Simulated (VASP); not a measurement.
A run of VASP 6.6.1:

The input INCAR:

```
PREC = Accurate
ENCUT = 500
EDIFF = 1E-6
ISMEAR = 0
SIGMA = 0.15
LREAL = False
LASPH = True
NELM = 120
ALGO = Normal
ISIF = 2
LWAVE = False
LCHARG = False
GGA = PE
NBANDS = 16
GGA_COMPAT = False
```

KPOINTS

```
Automatic mesh
0
Gamma
  12 12 8
```

Contents of POSCAR:

```
Ir
1.0
    2.7576401357     -0.0070894571     -0.0268419873
   -1.3849597178      2.4128247988      0.0060639188
   -0.0434974853     -0.0137665154      4.4449879172
Ir
2
Direct
    0.6742345053      0.3311476347      0.7543184500
    0.3257654947      0.6688523653      0.2456815500
```

Potentials or basis: VASP PAW PBE potentials, release 64 (Ir).

Launch:

```bash
$ cat potpaw_PBE.64/Ir/POTCAR > POTCAR
$ mpirun -np 1 vasp_std > vasp.out
```

Hardware: 1 thread of Intel Xeon 8259CL (shared host).

Q: Estimate the wall time of this run.

A: Run time: 4.3 min on 1 thread of Intel Xeon 8259CL, with other jobs on the host, peak memory 0.32 GiB. Counts: scf iterations 12, k points 580.
